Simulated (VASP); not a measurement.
# As (C2/m) in VASP: further runs

Runs on As. Level: PBE. Tasks: single point, relaxation of cell and atoms.

Everything below comes from runs of VASP 6.6.1. Logs are shortened: lines on timing, memory, paths and dates and some standing lists are left out, and cuts for length are marked.

## 1. The cell of the first run

Symmetry: C2/m, No. 12, monoclinic system. Conventional cell: a = 6.265 Å, b = 3.616 Å, c = 6.314 Å, α = 90.00°, β = 114.61°, γ = 90.00°. As (site symmetry m) has 3 As at 2.51 Å within 3.3 Å.

## 2. Single point, PBE

INCAR

```
SYSTEM = As
ALGO     = Normal         ! electronic algorithm
EDIFF    = 1E-6           ! SCF threshold, eV
ENCUT    = 520            ! plane-wave cutoff, eV
GGA      = PE             ! functional
ISIF     = 2              ! what is computed and relaxed
ISMEAR   = 0              ! smearing method
LASPH    = .TRUE.         ! aspherical terms in the spheres
LCHARG   = .FALSE.        ! write CHGCAR
LREAL    = .FALSE.        ! projectors in reciprocal space
LWAVE    = .FALSE.        ! write WAVECAR
NBANDS   = 12             ! bands
NELM     = 60             ! most SCF steps
PREC     = Accurate       ! precision mode
SIGMA    = 0.1            ! smearing width, eV
```

KPOINTS

```
k-points
0
G
  6 6 4
  0 0 0
```

POSCAR

```
As
1.0
    3.1307331739     -1.8080218946     -0.1087619170
    3.1307331739      1.8080218946     -0.1087619170
   -2.4280947461      0.0000000000      5.8282750608
As
2
Direct
    0.1159771869      0.1159771869      0.3792625533
    0.8840228131      0.8840228131      0.6207374467
```

Potentials or basis: VASP PAW PBE potentials, release 64 (As).

Started as:

```sh
$ cat potpaw_PBE.64/As/POTCAR > POTCAR
$ mpirun -np 1 vasp_std > vasp.out
```

OUTCAR:

```text
SYSTEM = As
   EDIFF = 1E-6
   ENCUT = 520
   GGA = PE
   ISIF = 2
   ISMEAR = 0
   LASPH = .TRUE.
   LREAL = .FALSE.
   NELM = 60
   PREC = Accurate

 ion  position               nearest neighbor table
   1  0.116  0.116  0.379-   2 2.51   2 2.51   2 2.51
   2  0.884  0.884  0.621-   1 2.51   1 2.51   1 2.51

  LATTYP: Found a base centered monoclinic cell.
 ALAT       =     6.2652436060
 B/A-ratio  =     0.5771593280
 C/A-ratio  =     1.0077547195
 COS(beta)  =    -0.4163849880

  Lattice vectors:

 A1 = (   3.1307331739,  -1.8080218946,  -0.1087619170)
 A2 = (   3.1307331739,   1.8080218946,  -0.1087619170)
 A3 = (  -2.4280947461,   0.0000000000,   5.8282750608)

Analysis of symmetry for initial positions (statically):
=====================================================================
 Subroutine PRICEL returns:
 Original cell was already a primitive cell.

 Routine SETGRP: Setting up the symmetry group for a
 base centered monoclinic supercell.

 Subroutine GETGRP returns: Found  4 space group operations
 (whereof  4 operations were pure point group operations)
 out of a pool of  4 trial point group operations.

The static configuration has the point symmetry C_2h.

Analysis of symmetry for dynamics (positions and initial velocities):
=====================================================================
 Subroutine PRICEL returns:
 Original cell was already a primitive cell.

 Routine SETGRP: Setting up the symmetry group for a
 base centered monoclinic supercell.

 Subroutine GETGRP returns: Found  4 space group operations
 (whereof  4 operations were pure point group operations)
 out of a pool of  4 trial point group operations.

The dynamic configuration has the point symmetry C_2h.

 Subroutine INISYM returns: Found  4 space group operations
 (whereof  4 operations are pure point group operations),
 and found     1 'primitive' translations

----------------------------------------------------------------------------------------

                                     Primitive cell

  volume of cell :      65.0262

  direct lattice vectors                    reciprocal lattice vectors
     3.130733174 -1.808021895 -0.108761917     0.162052371 -0.276545324  0.067512001
     3.130733174  1.808021895 -0.108761917     0.162052371  0.276545324  0.067512001
    -2.428094746  0.000000000  5.828275061     0.006048145  0.000000000  0.174097046

  length of vectors
     3.616941046  3.616941046  6.313828813     0.327560922  0.327560922  0.174202070

  position of ions in fractional coordinates (direct lattice)
     0.115977187  0.115977187  0.379262553
     0.884022813  0.884022813  0.620737447

  ion indices of the primitive-cell ions
   primitive index   ion index
                 1           1
                 2           2

----------------------------------------------------------------------------------------

 KPOINTS: k-points

Automatic generation of k-mesh.
 Grid dimensions read from file:
 generate k-points for:    6    6    4

 Generating k-lattice:

  Cartesian coordinates                     Fractional coordinates (reciprocal lattice)
     0.027008729 -0.046090887  0.011252000     0.166666667 -0.000000000  0.000000000
     0.027008729  0.046090887  0.011252000    -0.000000000  0.166666667  0.000000000
     0.001512036  0.000000000  0.043524261     0.000000000  0.000000000  0.250000000

  Length of vectors
     0.054593487  0.054593487  0.043550518

  Shift w.r.t. Gamma in fractional coordinates (k-lattice)
     0.000000000  0.000000000  0.000000000

 Subroutine IBZKPT returns following result:
 ===========================================

 Found     47 irreducible k-points:

 Following reciprocal coordinates:
            Coordinates               Weight
  0.000000  0.000000  0.000000      1.000000
  0.166667 -0.000000  0.000000      4.000000
  0.333333 -0.000000  0.000000      4.000000
  0.500000  0.000000 -0.000000      2.000000
  0.166667  0.166667  0.000000      2.000000
  0.333333  0.166667  0.000000      4.000000
[... 16 lines left out ...]
 -0.333333  0.166667  0.250000      4.000000
 -0.166667  0.166667  0.250000      4.000000
 [... further k-points ...]
   k-points           NKPTS =     47   k-points in BZ     NKDIM =     47   number of bands    NBANDS=     12
   number of dos      NEDOS =    301   number of ions     NIONS =      2
   total plane-waves  NPLWV =  37632
   dimension x,y,z NGX =    28 NGY =   28 NGZ =   48
   dimension x,y,z NGXF=    56 NGYF=   56 NGZF=   96
   ions per type =               2
   NGX,Y,Z   is equivalent  to a cutoff of  12.87, 12.87, 12.64 a.u.
   NGXF,Y,Z  is equivalent  to a cutoff of  25.74, 25.74, 25.28 a.u.
 SYSTEM =  As
   PREC   = accura    normal or accurate (medium, high low for compatibility)
   ISTART =      0    job   : 0-new  1-cont  2-samecut
   ICHARG =      2    charge: 1-file 2-atom 10-const
   ISPIN  =      1    spin polarized calculation?
   LNONCOLLINEAR =      F non collinear calculations
   LSORBIT =      F    spin-orbit coupling
   LASPH  =      T    aspherical Exc in radial PAW
   ENCUT  =  520.0 eV  38.22 Ry    6.18 a.u.   6.73  6.73 11.74*2*pi/ulx,y,z
   NELM   =     60;   NELMIN=  2; NELMDL= -5     # of ELM steps
   EDIFF  = 0.1E-05   stopping-criterion for ELM
   LREAL  =      F    real-space projection
   EDIFFG = 0.1E-04   stopping-criterion for IOM
   NSW    =      0    number of steps for IOM
   IBRION =     -1    ionic relax: 0-MD 1-quasi-New 2-CG
   NFREE  =      0    steps in history (QN), initial steepest desc. (CG)
   ISIF   =      2    stress and relaxation
   ISYM   =      2    0-nonsym 1-usesym 2-fastsym
   POTIM  = 0.5000    time-step for ionic-motion
   TEBEG  =    0.0;   TEEND  =   0.0 temperature during run
   PSTRESS=    0.0 pullay stress
   NELECT =      10.0000    total number of electrons
   NUPDOWN=      -1.0000    fix difference up-down
   EMIN   =  10.00;   EMAX   =-10.00  energy-range for DOS
   EFERMI =   0.00;   METHOD = LEGACY
   ISMEAR =     0;   SIGMA  =   0.10  broadening in eV -4-tet -1-fermi 0-gaus
   EFERMI_NEDOS =   21; number of points for ismear=-14 and -15
   IALGO  =     38    algorithm
   IMIX   =      4    mixing-type and parameters
     AMIX     =   0.40;   BMIX     =  1.00
     AMIX_MAG =   1.60;   BMIX_MAG =  1.00
  volume/ion in A,a.u.               =      32.51       219.41
  Fermi-wavevector in a.u.,A,eV,Ry     =   0.877092  1.657464 10.466842  0.769291
  Thomas-Fermi vector in A             =   1.996993
   LORBIT       =      0    0 simple, 1 ext, 2 COOP (PROOUT), +10 PAW based schemes
   GGA     = PE    functional components
   LHFCALC =     F    Hartree Fock is set to
   AEXX    =    0.0000 exact exchange contribution
   IVDW    =     0    specifies the selected vdW correction
   LEPSILON=     F    determine dielectric tensor
   LRPA    =     F    only Hartree local field effects (RPA)
 non-spin polarized calculation
 Gauss-broadening in eV      SIGMA  =   0.10
  energy-cutoff  :      520.00
  volume of cell :       65.03
 maximum number of plane-waves:      1771
   NGX = 13   NGY = 13   NGZ = 23

 number of electron      10.0000000 magnetization

 number of electron       9.9999999 magnetization

 Free energy of the ion-electron system (eV)
  ---------------------------------------------------
  ext. energy  EPLUGINS =         0.00000000
  ---------------------------------------------------
  free energy    TOTEN  =        -9.31155628 eV

  energy without entropy =       -9.31155628  energy(sigma->0) =       -9.31155628

 E-fermi :   1.8092     XC(G=0):  -7.7251

 val. band max:        1.3600593671   @ k =   0.0000   0.0000   0.5000
 cond. band min:       2.4463942835   @ k =  -0.3333   0.0000   0.2500
 fundamental gap:      1.0863349164
 Fermi energy:         1.8092076177

 k-point     1 :       0.0000    0.0000    0.0000
  band No.  band energies     occupation
      1     -12.3152      2.00000
      2      -5.8586      2.00000
      3       0.0521      2.00000
      4       1.0935      2.00000
      5       1.1020      2.00000
      6       3.2969      0.00000
      7       4.5871      0.00000
      8       4.5915      0.00000
      9       8.5139      0.00000
     10      10.7661      0.00000
     11      11.1088      0.00000
     12      11.2198      0.00000

 k-point     2 :       0.1667   -0.0000    0.0000
  band No.  band energies     occupation
      1     -11.9516      2.00000
      2      -5.9025      2.00000
      3      -1.0272      2.00000
      4       0.2889      2.00000
      5       0.4419      2.00000
      6       3.3994      0.00000
      7       5.2067      0.00000
      8       5.3264      0.00000
      9       8.3681      0.00000
     10       9.9837      0.00000
     11      11.0952      0.00000
     12      11.4607      0.00000

 k-point     3 :       0.3333   -0.0000    0.0000
  band No.  band energies     occupation
      1     -10.9235      2.00000
      2      -6.7330      2.00000
      3      -2.3863      2.00000
      4      -0.4253      2.00000
      5       0.1737      2.00000
      6       2.7793      0.00000
      7       4.9614      0.00000
      8       5.6034      0.00000
      9       8.0894      0.00000
     10      10.1110      0.00000
     11      11.4034      0.00000
     12      12.2758      0.00000
[... 286 lines left out ...]
 k-point    23 :      -0.3333    0.1667    0.2500
  band No.  band energies     occupation
      1     -10.0131      2.00000
      2      -7.6636      2.00000
      3      -2.4570      2.00000
      4      -1.5564      2.00000
      5      -0.0492      2.00000
      6       3.5831      0.00000
      7       4.5948      0.00000
      8       5.5973      0.00000
      9       8.4419      0.00000
     10      10.3285      0.00000
     11      10.9779      0.00000
     12      12.1971      0.00000

 k-point    24 :      -0.1667    0.1667    0.2500
  band No.  band energies     occupation
      1     -11.2389      2.00000
      2      -6.3821      2.00000
      3      -2.0678      2.00000
      4      -1.1229      2.00000
      5       0.7713      2.00000
      6       3.9008      0.00000
      7       4.6606      0.00000
      8       5.8741      0.00000
      9       7.8604      0.00000
     10       9.6933      0.00000
     11      10.2897      0.00000
     12      11.9124      0.00000

 [... further k-points ...]

------------------------ aborting loop because EDIFF is reached ----------------------------------------

  FORCE on cell =-STRESS in cart. coord.  units (eV):
  Direction    XX          YY          ZZ          XY          YZ          ZX
  --------------------------------------------------------------------------------------
  -------------------------------------------------------------------------------------
  Total        0.0892474      0.0806150      0.1851138      0.0000000      0.0000000     -0.0168477
  in kB        2.1989630      1.9862680      4.5610112      0.0000000      0.0000000     -0.4151091
  external PRESSURE =       2.9154141 kB  Pullay stress =       0.0000000 kB

 VOLUME and BASIS-vectors are now :
 -----------------------------------------------------------------------------
  energy-cutoff  :      520.00
  volume of cell :       65.03
      direct lattice vectors                 reciprocal lattice vectors
     3.130733174 -1.808021895 -0.108761917     0.162052371 -0.276545324  0.067512001
     3.130733174  1.808021895 -0.108761917     0.162052371  0.276545324  0.067512001
    -2.428094746  0.000000000  5.828275061     0.006048145  0.000000000  0.174097046

 POSITION                                       TOTAL-FORCE (eV/Angst)
 -----------------------------------------------------------------------------------
     -0.19470      0.00000      2.18522        -0.000447      0.000000     -0.077768
      4.02807      0.00000      3.42553         0.000447      0.000000      0.077768
 -----------------------------------------------------------------------------------
    total drift:                               -0.000000      0.000000      0.000000

  FREE ENERGIE OF THE ION-ELECTRON SYSTEM (eV)
  ---------------------------------------------------
  free  energy   TOTEN  =        -9.3115562823 eV

  energy  without entropy=       -9.3115562823  energy(sigma->0) =       -9.31155628
```

It took 29 s on 1 thread of Intel Xeon 8259CL, shared host; peak memory 0.19 GiB.

What came out:

* Free energy: -9.3116 eV
* Pressure: 0.3 GPa
* Largest force: 0.078 eV/Å
* Band gap on the k mesh: 1.09 eV (least direct gap 1.40 eV)

Forces on the atoms (eV/Å):
```
As   0.000  0.000 -0.078
As   0.000  0.000  0.078
```

Levels at points of the mesh, in eV from the valence-band top:
| k point | band 2 | band 3 | band 4 | band 5 | band 6 | band 7 | band 8 | band 9 |
| --- | --- | --- | --- | --- | --- | --- | --- | --- |
| (0.00, 0.00, 0.00) | -7.22 | -1.31 | -0.27 | -0.26 | 1.94 | 3.23 | 3.23 | 7.15 |
| (0.50, 0.00, 0.00) | -9.30 | -3.55 | -2.12 | -1.91 | 1.89 | 3.12 | 4.23 | 5.75 |
| (0.50, 0.50, 0.00) | -9.34 | -3.70 | -2.13 | -1.75 | 1.68 | 3.27 | 4.40 | 7.02 |
| (0.00, 0.00, 0.50) | -7.48 | -0.28 | -0.28 | 0.00 | 1.40 | 3.26 | 3.27 | 5.73 |
| (0.50, 0.00, 0.50) | -9.34 | -3.64 | -2.13 | -1.61 | 1.56 | 2.83 | 4.36 | 6.43 |
| (0.50, 0.50, 0.50) | -9.32 | -3.48 | -2.11 | -1.79 | 1.76 | 2.72 | 4.20 | 5.49 |

Caveat: this functional lacks dispersion, which binds the layers, so the pressure and a relaxed spacing across them are unreliable.

[end of part 1 of 2]
